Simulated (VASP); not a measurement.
Write the native input for VASP 6.6.1 that does the following.

```yaml
Task: single point
Functional: LDA
Potentials_or_basis: VASP PAW LDA potentials, release 64 (Re, S)
Cutoff: 520 eV
k_mesh: 4 × 4 × 1
Occupations: gaussian, width 0.01 eV
Spin: no spin polarisation
Dipole_correction: no
Further_INCAR_settings: LREAL = Auto; ALGO = Normal; EDIFF = 1e-06; NBANDS = 94
```

The structure of ReS2 lies in POSCAR:

```
ReS2
1.0
    6.2949404331     -0.0069220558      0.0000000000
    3.0851342615      5.6055960855      0.0000000000
    0.0000000000      0.0000000000     23.0000000000
Re S
8 16
Direct
    0.1081551979      0.2286491624      0.3672632547
    0.2308551949      0.6031407442      0.3717595231
    0.6814373009      0.2015702274      0.3688760846
    0.6573773349      0.6303305251      0.3701444018
    0.4692458498      1.0286535767      0.6282404853
    0.5919456941      1.4031452347      0.6327367649
    1.0427235873      1.0014639037      0.6298556500
    1.0186636572      1.4302241654      0.6311238961
    0.8531526082      0.8199967518      0.3185256695
    0.3144802522      0.8516430398      0.3112708345
    0.0244978808      0.9800203092      0.4276191578
   -0.0150864997      0.5224453049      0.4372388663
    0.4857829044      1.0117998300      0.4205545166
    0.8143430691      0.3577951674      0.2941544714
    0.5242833306      0.4742230485      0.4449079469
    0.3537496627      0.3103523522      0.3018397968
    1.2143179741      1.6199947892      0.5794454999
    0.6756028448      1.6517742273      0.5723808459
    0.3856205339      1.7801515139      0.6887292048
    0.3463514296      1.3214421974      0.6981601473
    0.8469483320      1.8117977819      0.6814743619
    1.1758177682      1.1575713995      0.5550920263
    0.8857579848      1.2739996226      0.7058454987
    0.7151874887      1.1093493559      0.5627610945
```

One way to write it, as run:

INCAR

```
SYSTEM = ReS2
ALGO = Normal
EDIFF = 1E-6
ENCUT = 520
ISIF = 2
ISMEAR = 0
LASPH = .True.
LCHARG = .False.
LREAL = Auto
LWAVE = .False.
NBANDS = 94
NELM = 100
PREC = Accurate
SIGMA = 0.01
```

KPOINTS

```
k-points
0
Gamma
  4 4 1
  0 0 0
```

Potentials or basis: VASP PAW LDA potentials, release 64 (Re, S).

Launch:

```sh
$ cat potpaw_LDA.64/Re/POTCAR potpaw_LDA.64/S/POTCAR > POTCAR
$ mpirun -np 1 vasp_std > vasp.out
```

It gave:

```
Largest force          : 0.166 eV/Å
Band gap on the k mesh : 1.33 eV, direct
```

Caveat: spin-orbit coupling is left out, which moves the levels of the heavy elements.

It took 38 min on 1 thread of Intel(R) Xeon(R) Platinum 8488C (Sapphire Rapids), on a shared host, peak memory 0.83 GiB.
